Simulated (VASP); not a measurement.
Al: single point with LDA

Crystal: Al.

```
Al
1.0
     0.00000    1.96469    1.96469
     1.96469    0.00000    1.96469
     1.96469    1.96469    0.00000
Al
1
Direct
  0.00000 0.00000 0.00000
```

This cell differs from its parent crystal: volume scaled by 0.96.

| Property | Result |
| --- | --- |
| Program | VASP 6.6.1 |
| Task | single point |
| Functional | LDA |
| Potentials or basis | VASP PAW LDA potentials, release 64 (Al) |
| Cutoff | 520 eV |
| k mesh | 22 × 22 × 22 |
| Occupations | fermi-dirac, width 0.1 eV |
| Spin | no spin polarisation |
| Dipole correction | no |
| Further INCAR settings | ALGO = Normal; EDIFF = 1e-06; NBANDS = 8 |

The pressure is 3.9 GPa.

Levels at points of the mesh, in eV from the Fermi level:
```
           k point  band 1  band 2  band 3  band 4
(0.00, 0.00, 0.00)  -11.68   13.05   13.05   13.05
(0.50, 0.00, 0.00)   -4.88   -4.50   11.84   11.84
(0.50, 0.50, 0.00)   -3.09   -1.62    5.32    5.95
```

Run time: 38 s on 1 thread of AMD EPYC 7R13 Processor (Zen 3) (shared host), peak memory 0.11 GiB.
